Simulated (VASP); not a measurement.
A run of VASP 6.6.1 is set up as follows.

INCAR

```
PREC = Accurate
ENCUT = 600
EDIFF = 1E-6
ISMEAR = -1
SIGMA = 0.05
LREAL = False
LASPH = True
NELM = 120
ALGO = Normal
ISIF = 2
LWAVE = False
LCHARG = True
GGA = PS
LELF = True
LVHAR = True
NBANDS = 18
GGA_COMPAT = False
```

The input KPOINTS:

```
Automatic mesh
0
Gamma
  3 3 3
```

Contents of POSCAR:

```
N
1.0
    5.7510687368      0.0000000000      0.0000000000
    0.0000000000      5.7510687368      0.0000000000
    0.0000000000      0.0000000000      5.7510687368
N
4
Direct
    0.4767900000      0.9767900000      0.5232100000
    0.9767900000      0.5232100000      0.4767900000
    0.0232100000      0.0232100000      0.0232100000
    0.5232100000      0.4767900000      0.9767900000
```

Potentials or basis: VASP PAW PBE potentials, release 64 (N).

Launch:

```sh
$ cat potpaw_PBE.64/N/POTCAR > POTCAR
$ mpirun -np 1 vasp_std > vasp.out
```

Question: What does it give for the band gap on the k mesh?

Answer: Zero (band 10 reaches -5.48 eV, above the bottom of band 11 at -5.51 eV).

Question: Predict the largest force.

Answer: 0.268 eV/Å.

Question: Predict the pressure.

Answer: -3.3 GPa.

Forces in eV/Å, atoms in the order of the input:
```
N   -0.155 -0.155  0.155
N   -0.155  0.155 -0.155
N    0.155  0.155  0.155
N    0.155 -0.155 -0.155
```

Caveat: the k points lie up to 0.36 Å⁻¹ apart; the PAW data sets were made with another functional, which shifts forces and pressure a little.
